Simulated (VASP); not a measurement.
# Te (Pm-3m) in VASP: further runs

Te is run at these levels: LDA; tasks: single point.

All numbers are computed with VASP 6.6.1; they aren't measurements. Logs are shortened: lines on timing, memory, paths and dates and some standing lists are left out, and cuts for length are marked.

### Step 1. The cell of the first run

It takes space group Pm-3m (No. 221, cubic). The conventional cell has a = 3.002 Å, b = 3.002 Å, c = 3.002 Å, α = 90.00°, β = 90.00°, γ = 90.00°. Within 4.0 Å of Te (site symmetry m-3m) lie 6 Te at 3.00 Å.

This isn't the form of Te at room conditions, which is trigonal, of chains.

### Step 2. Single point, LDA (27.05 Å³/atom)

INCAR

```
SYSTEM = Te
ALGO = Normal ; EDIFF = 1E-6
ENCUT = 520 ; GGA = CA
ISIF = 2 ; ISMEAR = -1
LASPH = .TRUE. ; LCHARG = .FALSE.
LREAL = .FALSE. ; LWAVE = .FALSE.
NBANDS = 9 ; NELM = 100
PREC = Accurate ; SIGMA = 0.1
```

KPOINTS

```
k-points
0
G
  11 11 11
  0 0 0
```

POSCAR

```
Te
1.0
    3.0019240614      0.0000000000      0.0000000000
    0.0000000000      3.0019240614      0.0000000000
    0.0000000000      0.0000000000      3.0019240614
Te
1
Direct
    0.0000000000      0.0000000000      0.0000000000
```

Potentials or basis: VASP PAW LDA potentials, release 64 (Te).

Run with:

```bash
$ cat potpaw_LDA.64/Te/POTCAR > POTCAR
$ mpirun -np 1 vasp_std > vasp.out
```

OUTCAR:

```text
SYSTEM = Te
   EDIFF = 1E-6
   ENCUT = 520
   GGA = CA
   ISIF = 2
   ISMEAR = -1
   LASPH = .TRUE.
   LREAL = .FALSE.
   NELM = 100
   PREC = Accurate

 ion  position               nearest neighbor table
   1  0.000  0.000  0.000-

  LATTYP: Found a simple cubic cell.
 ALAT       =     3.0019240614

  Lattice vectors:

 A1 = (   3.0019240614,   0.0000000000,   0.0000000000)
 A2 = (   0.0000000000,   3.0019240614,   0.0000000000)
 A3 = (   0.0000000000,   0.0000000000,   3.0019240614)

Analysis of symmetry for initial positions (statically):
=====================================================================
 Subroutine PRICEL returns:
 Original cell was already a primitive cell.

 Routine SETGRP: Setting up the symmetry group for a
 simple cubic supercell.

 Subroutine GETGRP returns: Found 48 space group operations
 (whereof 48 operations were pure point group operations)
 out of a pool of 48 trial point group operations.

The static configuration has the point symmetry O_h .

Analysis of symmetry for dynamics (positions and initial velocities):
=====================================================================
 Subroutine PRICEL returns:
 Original cell was already a primitive cell.

 Routine SETGRP: Setting up the symmetry group for a
 simple cubic supercell.

 Subroutine GETGRP returns: Found 48 space group operations
 (whereof 48 operations were pure point group operations)
 out of a pool of 48 trial point group operations.

The dynamic configuration has the point symmetry O_h .

 Subroutine INISYM returns: Found 48 space group operations
 (whereof 48 operations are pure point group operations),
 and found     1 'primitive' translations

----------------------------------------------------------------------------------------

                                     Primitive cell

  volume of cell :      27.0520

  direct lattice vectors                    reciprocal lattice vectors
     3.001924061  0.000000000  0.000000000     0.333119686  0.000000000  0.000000000
     0.000000000  3.001924061  0.000000000     0.000000000  0.333119686  0.000000000
     0.000000000  0.000000000  3.001924061     0.000000000  0.000000000  0.333119686

  length of vectors
     3.001924061  3.001924061  3.001924061     0.333119686  0.333119686  0.333119686

  position of ions in fractional coordinates (direct lattice)
     0.000000000  0.000000000  0.000000000

  ion indices of the primitive-cell ions
   primitive index   ion index
                 1           1

----------------------------------------------------------------------------------------

 KPOINTS: k-points

Automatic generation of k-mesh.
 Grid dimensions read from file:
 generate k-points for:   11   11   11

 Generating k-lattice:

  Cartesian coordinates                     Fractional coordinates (reciprocal lattice)
     0.030283608  0.000000000  0.000000000     0.090909091  0.000000000  0.000000000
     0.000000000  0.030283608  0.000000000     0.000000000  0.090909091  0.000000000
     0.000000000  0.000000000  0.030283608     0.000000000  0.000000000  0.090909091

  Length of vectors
     0.030283608  0.030283608  0.030283608

  Shift w.r.t. Gamma in fractional coordinates (k-lattice)
     0.000000000  0.000000000  0.000000000

 Subroutine IBZKPT returns following result:
 ===========================================

 Found     56 irreducible k-points:

 Following reciprocal coordinates:
            Coordinates               Weight
  0.000000  0.000000  0.000000      1.000000
  0.090909  0.000000  0.000000      6.000000
  0.181818  0.000000  0.000000      6.000000
  0.272727  0.000000  0.000000      6.000000
  0.363636  0.000000  0.000000      6.000000
  0.454545  0.000000  0.000000      6.000000
[... 16 lines left out ...]
  0.181818  0.090909  0.090909     24.000000
  0.272727  0.090909  0.090909     24.000000
 [... further k-points ...]
   k-points           NKPTS =     56   k-points in BZ     NKDIM =     56   number of bands    NBANDS=      9
   number of dos      NEDOS =    301   number of ions     NIONS =      1
   total plane-waves  NPLWV =  13824
   dimension x,y,z NGX =    24 NGY =   24 NGZ =   24
   dimension x,y,z NGXF=    48 NGYF=   48 NGZF=   48
   ions per type =               1
   NGX,Y,Z   is equivalent  to a cutoff of  13.29, 13.29, 13.29 a.u.
   NGXF,Y,Z  is equivalent  to a cutoff of  26.58, 26.58, 26.58 a.u.
 SYSTEM =  Te
   PREC   = accura    normal or accurate (medium, high low for compatibility)
   ISTART =      0    job   : 0-new  1-cont  2-samecut
   ICHARG =      2    charge: 1-file 2-atom 10-const
   ISPIN  =      1    spin polarized calculation?
   LNONCOLLINEAR =      F non collinear calculations
   LSORBIT =      F    spin-orbit coupling
   LASPH  =      T    aspherical Exc in radial PAW
   ENCUT  =  520.0 eV  38.22 Ry    6.18 a.u.   5.58  5.58  5.58*2*pi/ulx,y,z
   NELM   =    100;   NELMIN=  2; NELMDL= -5     # of ELM steps
   EDIFF  = 0.1E-05   stopping-criterion for ELM
   LREAL  =      F    real-space projection
   EDIFFG = 0.1E-04   stopping-criterion for IOM
   NSW    =      0    number of steps for IOM
   IBRION =     -1    ionic relax: 0-MD 1-quasi-New 2-CG
   NFREE  =      0    steps in history (QN), initial steepest desc. (CG)
   ISIF   =      2    stress and relaxation
   ISYM   =      2    0-nonsym 1-usesym 2-fastsym
   POTIM  = 0.5000    time-step for ionic-motion
   TEBEG  =    0.0;   TEEND  =   0.0 temperature during run
   PSTRESS=    0.0 pullay stress
   NELECT =       6.0000    total number of electrons
   NUPDOWN=      -1.0000    fix difference up-down
   EMIN   =  10.00;   EMAX   =-10.00  energy-range for DOS
   EFERMI =   0.00;   METHOD = LEGACY
   ISMEAR =    -1;   SIGMA  =   0.10  broadening in eV -4-tet -1-fermi 0-gaus
   EFERMI_NEDOS =   21; number of points for ismear=-14 and -15
   IALGO  =     38    algorithm
   IMIX   =      4    mixing-type and parameters
     AMIX     =   0.40;   BMIX     =  1.00
     AMIX_MAG =   1.60;   BMIX_MAG =  1.00
  volume/ion in A,a.u.               =      27.05       182.56
  Fermi-wavevector in a.u.,A,eV,Ry     =   0.990966  1.872655 13.361114  0.982014
  Thomas-Fermi vector in A             =   2.122674
   LORBIT       =      0    0 simple, 1 ext, 2 COOP (PROOUT), +10 PAW based schemes
   GGA     = CA    functional components
   LHFCALC =     F    Hartree Fock is set to
   AEXX    =    0.0000 exact exchange contribution
   IVDW    =     0    specifies the selected vdW correction
   LEPSILON=     F    determine dielectric tensor
   LRPA    =     F    only Hartree local field effects (RPA)
 non-spin polarized calculation
  energy-cutoff  :      520.00
  volume of cell :       27.05
 maximum number of plane-waves:       740
 NGX is ok and might be reduce to    24
   NGX = 11   NGY = 11   NGZ = 11

 number of electron       6.0000000 magnetization

 Free energy of the ion-electron system (eV)
  ---------------------------------------------------
  ext. energy  EPLUGINS =         0.00000000
  ---------------------------------------------------
  free energy    TOTEN  =        -3.68315728 eV

  energy without entropy =       -3.66686701  energy(sigma->0) =       -3.67501215

 E-fermi :   9.0323     XC(G=0): -10.2997

 val. band max:        8.9487818237   @ k =   0.4545   0.1818   0.1818
 cond. band min:       9.0472806668   @ k =   0.0909   0.0000   0.0000
 fundamental gap:      0.0984988430
 Fermi energy:         9.0323074810

 k-point     1 :       0.0000    0.0000    0.0000
  band No.  band energies     occupation
      1      -6.2241      2.00000
      2      10.3999      0.00000
      3      10.3999      0.00000
      4      10.3999      0.00000
      5      14.8515      0.00000
      6      14.8515      0.00000
      7      16.1954      0.00000
      8      27.3353      0.00000
      9      27.3364      0.00000

 k-point     2 :       0.0909    0.0000    0.0000
  band No.  band energies     occupation
      1      -6.1018      2.00000
      2       9.0473      0.92527
      3      10.5157      0.00000
      4      10.5157      0.00000
      5      14.9523      0.00000
      6      15.5893      0.00000
      7      17.1115      0.00000
      8      25.7180      0.00000
      9      25.7180      0.00000

 k-point     3 :       0.1818    0.0000    0.0000
  band No.  band energies     occupation
      1      -5.7426      2.00000
      2       6.7641      2.00000
      3      10.8466      0.00000
      4      10.8466      0.00000
      5      15.2507      0.00000
      6      16.1117      0.00000
      7      19.7414      0.00000
      8      23.8205      0.00000
      9      23.8205      0.00000

 k-point     4 :       0.2727    0.0000    0.0000
  band No.  band energies     occupation
      1      -5.1780      2.00000
      2       4.5761      2.00000
      3      11.3375      0.00000
      4      11.3375      0.00000
      5      15.7305      0.00000
      6      16.7094      0.00000
      7      22.1099      0.00000
      8      22.1099      0.00000
      9      22.2439      0.00000
[... 205 lines left out ...]
 k-point    22 :       0.0909    0.0909    0.0909
  band No.  band energies     occupation
      1      -5.8570      2.00000
      2       9.1989      0.31800
      3       9.1989      0.31800
      4       9.4544      0.02895
      5      16.6542      0.00000
      6      16.6542      0.00000
      7      17.7720      0.00000
      8      23.9774      0.00000
      9      23.9775      0.00000

 k-point    23 :       0.1818    0.0909    0.0909
  band No.  band energies     occupation
      1      -5.4976      2.00000
      2       6.9932      2.00000
      3       9.5279      0.01399
      4       9.7275      0.00191
      5      16.9452      0.00000
      6      17.5507      0.00000
      7      19.7366      0.00000
      8      21.9284      0.00000
      9      22.6097      0.00000

 k-point    24 :       0.2727    0.0909    0.0909
  band No.  band energies     occupation
      1      -4.9324      2.00000
      2       4.8087      2.00000
      3      10.0216      0.00010
      4      10.2537      0.00001
      5      17.3941      0.00000
      6      17.8071      0.00000
      7      20.1240      0.00000
      8      20.4072      0.00000
      9      23.3892      0.00000

 [... further k-points ...]

------------------------ aborting loop because EDIFF is reached ----------------------------------------

  FORCE on cell =-STRESS in cart. coord.  units (eV):
  Direction    XX          YY          ZZ          XY          YZ          ZX
  --------------------------------------------------------------------------------------
  -------------------------------------------------------------------------------------
  Total        1.8359964      1.8359964      1.8359964     -0.0000000      0.0000000     -0.0000000
  in kB      108.7384916    108.7384916    108.7384916     -0.0000000      0.0000000     -0.0000000
  external PRESSURE =     108.7384916 kB  Pullay stress =       0.0000000 kB

 VOLUME and BASIS-vectors are now :
 -----------------------------------------------------------------------------
  energy-cutoff  :      520.00
  volume of cell :       27.05
      direct lattice vectors                 reciprocal lattice vectors
     3.001924061  0.000000000  0.000000000     0.333119686  0.000000000  0.000000000
     0.000000000  3.001924061  0.000000000     0.000000000  0.333119686  0.000000000
     0.000000000  0.000000000  3.001924061     0.000000000  0.000000000  0.333119686

 POSITION                                       TOTAL-FORCE (eV/Angst)
 -----------------------------------------------------------------------------------
      0.00000      0.00000      0.00000         0.000000      0.000000      0.000000
 -----------------------------------------------------------------------------------
    total drift:                               -0.000000      0.000000      0.000000

  FREE ENERGIE OF THE ION-ELECTRON SYSTEM (eV)
  ---------------------------------------------------
  free  energy   TOTEN  =        -3.6831572798 eV

  energy  without entropy=       -3.6668670112  energy(sigma->0) =       -3.67501215
```

Run time: 12 s. Hardware: 1 thread of Intel Xeon 8259CL, shared host; peak memory 0.13 GiB.

Results:

* Free energy: -3.6832 eV
* Pressure: 10.9 GPa
* Band gap on the k mesh: zero (bands 3 and 4 overlap by 6.69 eV)

Caveat: the cell stands under pressure; spin-orbit coupling is left out, which moves the levels of the heavy elements.

(Part 1 of 2 ends here.)

The gap in the log of VASP goes by the Fermi energy; the results here count the filled bands.